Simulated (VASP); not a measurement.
# BAs (I-4m2) in VASP: a series of runs, part 2 of 3

VASP 6.6.1. Earlier steps stand in the parts before.

### 3 Single point, PBE

This run uses another cell than the first one, of the same volume but with other edges.

File INCAR:

```
SYSTEM = BAs
  PREC = Accurate
  ENCUT = 520
  EDIFF = 1E-6
  ISMEAR = 0
  SIGMA = 0.05
  LREAL = .FALSE.
  LASPH = .TRUE.
  NELM = 100
  ALGO = Normal
  ISIF = 2
  LWAVE = .FALSE.
  LCHARG = .TRUE.
  GGA = PE
  LELF = .TRUE.
  LVHAR = .TRUE.
  NBANDS = 11
```

File KPOINTS:

```
regular mesh
0
G
  12 12 12
  0 0 0
```

File POSCAR:

```
BAs
1.0
    0.0000000000      2.4721764185      2.2744023050
    2.4721764185      0.0000000000      2.2744023050
    2.4721764185      2.4721764185      0.0000000000
B As
1 1
Direct
    0.0000000000      0.0000000000      0.0000000000
    0.7500000000      0.7500000000      0.7500000000
```

Potentials or basis: VASP PAW PBE potentials, release 64 (B, As).

On the command line:

```bash
$ cat potpaw_PBE.64/B/POTCAR potpaw_PBE.64/As/POTCAR > POTCAR
$ mpirun -np 1 vasp_std > vasp.out
```

OUTCAR:

```text
SYSTEM = BAs
   PREC = Accurate
   ENCUT = 520
   EDIFF = 1E-6
   ISMEAR = 0
   LREAL = .FALSE.
   LASPH = .TRUE.
   NELM = 100
   ISIF = 2
   GGA = PE

 ion  position               nearest neighbor table
   1  0.000  0.000  0.000-   2 2.09   2 2.09   2 2.09   2 2.09
   2  0.750  0.750  0.750-   1 2.09   1 2.09   1 2.09   1 2.09

  LATTYP: Found a body centered tetragonal cell.
 ALAT       =     3.4961854196
 C/A-ratio  =     1.3010764774

  Lattice vectors:

 A1 = (   0.0000000000,  -2.4721764185,  -2.2744023050)
 A2 = (   0.0000000000,   2.4721764185,  -2.2744023050)
 A3 = (   2.4721764185,   0.0000000000,   2.2744023050)

Analysis of symmetry for initial positions (statically):
=====================================================================
 Subroutine PRICEL returns:
 Original cell was already a primitive cell.

 Routine SETGRP: Setting up the symmetry group for a
 body centered tetragonal supercell.

 Subroutine GETGRP returns: Found  8 space group operations
 (whereof  8 operations were pure point group operations)
 out of a pool of 16 trial point group operations.

The static configuration has the point symmetry D_2d.

Analysis of symmetry for dynamics (positions and initial velocities):
=====================================================================
 Subroutine PRICEL returns:
 Original cell was already a primitive cell.

 Routine SETGRP: Setting up the symmetry group for a
 body centered tetragonal supercell.

 Subroutine GETGRP returns: Found  8 space group operations
 (whereof  8 operations were pure point group operations)
 out of a pool of 16 trial point group operations.

The dynamic configuration has the point symmetry D_2d.

 Subroutine INISYM returns: Found  8 space group operations
 (whereof  8 operations are pure point group operations),
 and found     1 'primitive' translations

----------------------------------------------------------------------------------------

                                     Primitive cell

  volume of cell :      27.8007

  direct lattice vectors                    reciprocal lattice vectors
     0.000000000  2.472176419  2.274402305    -0.202250938  0.202250938  0.219837976
     2.472176419  0.000000000  2.274402305     0.202250938 -0.202250938  0.219837976
     2.472176419  2.472176419  0.000000000     0.202250938  0.202250938 -0.219837976

  length of vectors
     3.359250227  3.359250227  3.496185420     0.360748693  0.360748693  0.360748693

  position of ions in fractional coordinates (direct lattice)
     0.000000000  0.000000000  0.000000000
     0.750000000  0.750000000  0.750000000

  ion indices of the primitive-cell ions
   primitive index   ion index
                 1           1
                 2           2

----------------------------------------------------------------------------------------

 KPOINTS: regular mesh

Automatic generation of k-mesh.
 Grid dimensions read from file:
 generate k-points for:   12   12   12

 Generating k-lattice:

  Cartesian coordinates                     Fractional coordinates (reciprocal lattice)
    -0.016854245  0.016854245  0.018319831     0.083333333  0.000000000  0.000000000
[... 39 lines left out ...]
 -0.416667  0.166667  0.000000      8.000000
 [... further k-points ...]
   k-points           NKPTS =    163   k-points in BZ     NKDIM =    163   number of bands    NBANDS=     11
   number of dos      NEDOS =    301   number of ions     NIONS =      2
   total plane-waves  NPLWV =  21952
   dimension x,y,z NGX =    28 NGY =   28 NGZ =   28
   dimension x,y,z NGXF=    56 NGYF=   56 NGZF=   56
   ions per type =               1   1
   NGX,Y,Z   is equivalent  to a cutoff of  13.86, 13.86, 13.31 a.u.
   NGXF,Y,Z  is equivalent  to a cutoff of  27.71, 27.71, 26.63 a.u.
 SYSTEM =  BAs
   PREC   = accura    normal or accurate (medium, high low for compatibility)
   ISTART =      0    job   : 0-new  1-cont  2-samecut
   ICHARG =      2    charge: 1-file 2-atom 10-const
   ISPIN  =      1    spin polarized calculation?
   LNONCOLLINEAR =      F non collinear calculations
   LSORBIT =      F    spin-orbit coupling
   LASPH  =      T    aspherical Exc in radial PAW
   ENCUT  =  520.0 eV  38.22 Ry    6.18 a.u.   6.25  6.25  6.50*2*pi/ulx,y,z
   NELM   =    100;   NELMIN=  2; NELMDL= -5     # of ELM steps
   EDIFF  = 0.1E-05   stopping-criterion for ELM
   LREAL  =      F    real-space projection
   EDIFFG = 0.1E-04   stopping-criterion for IOM
   NSW    =      0    number of steps for IOM
   IBRION =     -1    ionic relax: 0-MD 1-quasi-New 2-CG
   NFREE  =      0    steps in history (QN), initial steepest desc. (CG)
   ISIF   =      2    stress and relaxation
   ISYM   =      2    0-nonsym 1-usesym 2-fastsym
   POTIM  = 0.5000    time-step for ionic-motion
   TEBEG  =    0.0;   TEEND  =   0.0 temperature during run
   PSTRESS=    0.0 pullay stress
   NELECT =       8.0000    total number of electrons
   NUPDOWN=      -1.0000    fix difference up-down
   EMIN   =  10.00;   EMAX   =-10.00  energy-range for DOS
   EFERMI =   0.00;   METHOD = LEGACY
   ISMEAR =     0;   SIGMA  =   0.05  broadening in eV -4-tet -1-fermi 0-gaus
   EFERMI_NEDOS =   21; number of points for ismear=-14 and -15
   IALGO  =     38    algorithm
   IMIX   =      4    mixing-type and parameters
     AMIX     =   0.40;   BMIX     =  1.00
     AMIX_MAG =   1.60;   BMIX_MAG =  1.00
  volume/ion in A,a.u.               =      13.90        93.80
  Fermi-wavevector in a.u.,A,eV,Ry     =   1.080818  2.042451 15.893898  1.168169
  Thomas-Fermi vector in A             =   2.216819
   LORBIT       =      0    0 simple, 1 ext, 2 COOP (PROOUT), +10 PAW based schemes
   GGA     = PE    functional components
   LHFCALC =     F    Hartree Fock is set to
   AEXX    =    0.0000 exact exchange contribution
   IVDW    =     0    specifies the selected vdW correction
   LEPSILON=     F    determine dielectric tensor
   LRPA    =     F    only Hartree local field effects (RPA)
 non-spin polarized calculation
 Gauss-broadening in eV      SIGMA  =   0.05
  energy-cutoff  :      520.00
  volume of cell :       27.80
 maximum number of plane-waves:       764
 NGX is ok and might be reduce to    28

 number of electron       8.0000000 magnetization

 Free energy of the ion-electron system (eV)
  ---------------------------------------------------
  ext. energy  EPLUGINS =         0.00000000
  ---------------------------------------------------
  free energy    TOTEN  =       -11.33908553 eV

  energy without entropy =      -11.33904308  energy(sigma->0) =      -11.33906430

 E-fermi :   6.3973     XC(G=0): -10.5071

 val. band max:        6.0258675995   @ k =   0.0833   0.0000   0.0000
 cond. band min:       6.3973780220   @ k =   0.0000   0.0000   0.0000
 fundamental gap:      0.3715104225
 Fermi energy:         6.3972833203

 k-point     1 :       0.0000    0.0000    0.0000
  band No.  band energies     occupation
      1      -9.3042      2.00000
      2       5.6703      2.00000
      3       5.6703      2.00000
      4       6.3974      0.99786
      5       8.8451      0.00000
      6       9.3893      0.00000
      7       9.3893      0.00000
      8      10.2769      0.00000
      9      15.4317      0.00000
     10      17.6946      0.00000
     11      19.3765      0.00000
[... 309 lines left out ...]
 k-point    24 :      -0.4167    0.1667    0.0000
  band No.  band energies     occupation
      1      -6.2155      2.00000
      2      -2.2575      2.00000
      3       2.5138      2.00000
      4       3.1313      2.00000
      5       8.4736      0.00000
      6      11.7044      0.00000
      7      11.7639      0.00000
      8      14.6903      0.00000
      9      17.1859      0.00000
     10      18.8688      0.00000
     11      20.7102      0.00000

 [... further k-points ...]

------------------------ aborting loop because EDIFF is reached ----------------------------------------

  FORCE on cell =-STRESS in cart. coord.  units (eV):
  Direction    XX          YY          ZZ          XY          YZ          ZX
  --------------------------------------------------------------------------------------
  -------------------------------------------------------------------------------------
  Total       -0.7545482     -0.7545482      1.7967199      0.0000000      0.0000000     -0.0000000
  in kB      -43.4851895    -43.4851895    103.5463418      0.0000000      0.0000000     -0.0000000
  external PRESSURE =       5.5253209 kB  Pullay stress =       0.0000000 kB

 VOLUME and BASIS-vectors are now :
 -----------------------------------------------------------------------------
  energy-cutoff  :      520.00
  volume of cell :       27.80
      direct lattice vectors                 reciprocal lattice vectors
     0.000000000  2.472176419  2.274402305    -0.202250938  0.202250938  0.219837976
     2.472176419  0.000000000  2.274402305     0.202250938 -0.202250938  0.219837976
     2.472176419  2.472176419  0.000000000     0.202250938  0.202250938 -0.219837976

 POSITION                                       TOTAL-FORCE (eV/Angst)
 -----------------------------------------------------------------------------------
      0.00000      0.00000      0.00000        -0.000000     -0.000000      0.000000
      3.70826      3.70826      3.41160         0.000000      0.000000     -0.000000
 -----------------------------------------------------------------------------------
    total drift:                               -0.000000     -0.000000      0.000000

  FREE ENERGIE OF THE ION-ELECTRON SYSTEM (eV)
  ---------------------------------------------------
  free  energy   TOTEN  =       -11.3390855256 eV

  energy  without entropy=      -11.3390430803  energy(sigma->0) =      -11.33906430
```

OSZICAR:

```text
N       E                     dE             d eps       ncg     rms          rms(c)
DAV:   1     0.124617665428E+02    0.12462E+02   -0.37698E+03  3586   0.639E+02
DAV:   2    -0.111852644457E+02   -0.23647E+02   -0.22741E+02  4730   0.104E+02
DAV:   3    -0.119287467036E+02   -0.74348E+00   -0.74100E+00  4515   0.172E+01
DAV:   4    -0.119308497986E+02   -0.21031E-02   -0.21030E-02  3986   0.101E+00
DAV:   5    -0.119308530465E+02   -0.32479E-05   -0.32479E-05  4311   0.431E-02    0.477E+00
DAV:   6    -0.113984504081E+02    0.53240E+00   -0.15208E+00  3811   0.493E+00    0.232E+00
DAV:   7    -0.113452552827E+02    0.53195E-01   -0.17116E-01  4255   0.204E+00    0.970E-01
DAV:   8    -0.113386478488E+02    0.66074E-02   -0.19576E-02  4038   0.786E-01    0.976E-02
DAV:   9    -0.113389324839E+02   -0.28464E-03   -0.77641E-04  4075   0.159E-01    0.563E-02
DAV:  10    -0.113390801223E+02   -0.14764E-03   -0.18679E-04  3877   0.835E-02    0.121E-02
DAV:  11    -0.113390852827E+02   -0.51604E-05   -0.46871E-06  4469   0.147E-02    0.998E-03
DAV:  12    -0.113390855256E+02   -0.24283E-06   -0.27418E-06  3844   0.907E-03
   1 F= -.11339086E+02 E0= -.11339064E+02  d E =-.424452E-04
```

stdout:

```text
POSCAR found type information on POSCAR B As
 POSCAR found :  2 types and       2 ions
 scaLAPACK will be used
 LDA part: xc-table for (Slater+PW92), standard interpolation
 POSCAR, INCAR and KPOINTS ok, starting setup
 FFT: planning ... GRIDC
 FFT: planning ... GRID_SOFT
 FFT: planning ... GRID
 WAVECAR not read
 entering main loop
```

Wall time 20 s (1 thread of Intel Xeon 6975P-C (Granite Rapids), shared host); peak memory 0.19 GiB.

Results:

| Item | Value |
| --- | --- |
| Free energy | -11.3391 eV |
| Pressure | 0.6 GPa |
| Band gap on the k mesh | 0.02 eV, indirect (least direct gap 2.45 eV) |

Stress tensor (GPa, compression positive):
```
-4.35  0.00  0.00
 0.00 -4.35  0.00
 0.00  0.00 10.35
```

Levels at points of the mesh, in eV from the valence-band top:
| k point | band 1 | band 2 | band 3 | band 4 | band 5 | band 6 | band 7 | band 8 | band 9 |
| --- | --- | --- | --- | --- | --- | --- | --- | --- | --- |
| (0.00, 0.00, 0.00) | -15.70 | -0.73 | -0.73 | 0.00 | 2.45 | 2.99 | 2.99 | 3.88 | 9.03 |
| (0.50, 0.00, 0.00) | -12.89 | -9.12 | -2.72 | -1.82 | 1.80 | 3.94 | 4.90 | 8.42 | 11.84 |
| (0.50, 0.50, 0.00) | -11.19 | -8.44 | -4.97 | -4.97 | 0.33 | 0.36 | 10.71 | 10.71 | 12.65 |
| (0.50, 0.00, 0.50) | -11.82 | -9.11 | -4.25 | -4.12 | 1.32 | 1.34 | 9.92 | 10.88 | 11.71 |

 A k mesh can miss the band edges.

### 4 Single point, PBE

This run uses another cell than the first one, of the same volume but with other edges.

File INCAR:

```
PREC = Accurate ; ENCUT = 520
EDIFF = 1E-6 ; ISMEAR = 0
SIGMA = 0.05 ; LREAL = F
LASPH = T ; NELM = 60
ALGO = Normal ; ISIF = 2
LWAVE = F ; LCHARG = T
GGA = PE ; LELF = T
LVHAR = T ; NBANDS = 11
```

File KPOINTS:

```
regular mesh
0
Gamma
  12 12 12
```

File POSCAR:

```
BAs
1.0
    0.0000000000      2.3292235558      2.5621459114
    2.3292235558      0.0000000000      2.5621459114
    2.3292235558      2.3292235558      0.0000000000
B As
1 1
Direct
    0.0000000000      0.0000000000      0.0000000000
    0.7500000000      0.7500000000      0.7500000000
```

On the command line:

```bash
$ cat potpaw_PBE.64/B/POTCAR potpaw_PBE.64/As/POTCAR > POTCAR
$ mpirun -np 1 vasp_std > vasp.out
```

Run time: 17 s. Hardware: 1 thread of Intel Xeon 6975P-C (Granite Rapids), shared host; peak memory 0.19 GiB.

Results (log left out):

```
Free energy            : -11.2974 eV
Pressure               : 0.6 GPa
Band gap on the k mesh : 0.49 eV, indirect (least direct gap 2.77 eV)
```

Stress tensor (GPa, compression positive):
```
  7.95   0.00   0.00
  0.00   7.95   0.00
  0.00   0.00 -14.01
```

Levels at points of the mesh, in eV from the valence-band top:
| k point | band 2 | band 3 | band 4 | band 5 | band 6 | band 7 |
| --- | --- | --- | --- | --- | --- | --- |
| (0.00, 0.00, 0.00) | -1.02 | 0.00 | 0.00 | 2.77 | 2.77 | 3.36 |
| (0.50, 0.00, 0.00) | -8.97 | -2.70 | -1.52 | 1.76 | 4.55 | 4.80 |
| (0.50, 0.50, 0.00) | -9.23 | -3.71 | -3.71 | 1.85 | 1.94 | 10.70 |
| (0.50, 0.00, 0.50) | -8.49 | -4.67 | -4.50 | 0.75 | 0.80 | 9.90 |

[end of part 2 of 3]
